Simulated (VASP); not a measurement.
Here is a VASP 6.6.1 calculation.

INCAR

```
PREC = Accurate
ENCUT = 600
EDIFF = 1E-7
ISMEAR = 0
SIGMA = 0.01
LREAL = False
LASPH = True
NELM = 80
ALGO = Normal
ISIF = 3
LWAVE = False
LCHARG = False
GGA = PS
IBRION = 2
NSW = 100
EDIFFG = -0.002
PSTRESS = 40.0
```

KPOINTS

```
Automatic mesh
0
Gamma
  8 8 8
```

The input POSCAR:

```
KF
1.0
    0.0000000000      2.6541886808      2.6541886808
    2.6541886808      0.0000000000      2.6541886808
    2.6541886808      2.6541886808      0.0000000000
K F
1 1
Direct
    0.0000000000      0.0000000000      0.0000000000
    0.5000000000      0.5000000000      0.5000000000
```

Potentials or basis: VASP PAW PBE potentials, release 64 (K_sv, F).

The run is started by

```bash
$ cat potpaw_PBE.64/K_sv/POTCAR potpaw_PBE.64/F/POTCAR > POTCAR
$ mpirun -np 1 vasp_std > vasp.out
```

What does it give for the relaxed cell?

a = 3.638 Å, b = 3.638 Å, c = 3.638 Å, α = 60.00°, β = 60.00°, γ = 60.00°.

What does it give for the space group after relaxing (to 0.1 Å)?

Fm-3m (No. 225).

What does it give for the relaxed volume?

17.02 Å³/atom.

The path:
| step | energy change (eV) | largest force (eV/Å) | pressure (GPa) | volume (Å³) |
| --- | --- | --- | --- | --- |
| 1 | 0.0000 | 0.0000 | 0.00 | 37.40 |
| 2 | 0.0196 | 0.0000 | 2.72 | 34.93 |
| 3 | 0.0371 | 0.0000 | 3.94 | 34.08 |
| 4 | 0.0387 | 0.0000 | 4.03 | 34.01 |
| 5 | 0.0382 | 0.0000 | 4.01 | 34.03 |

Caveat: the cell is relaxed towards a set pressure, so the run minimises the enthalpy, not the energy; the PAW data sets were made with another functional, which shifts forces and pressure a little.
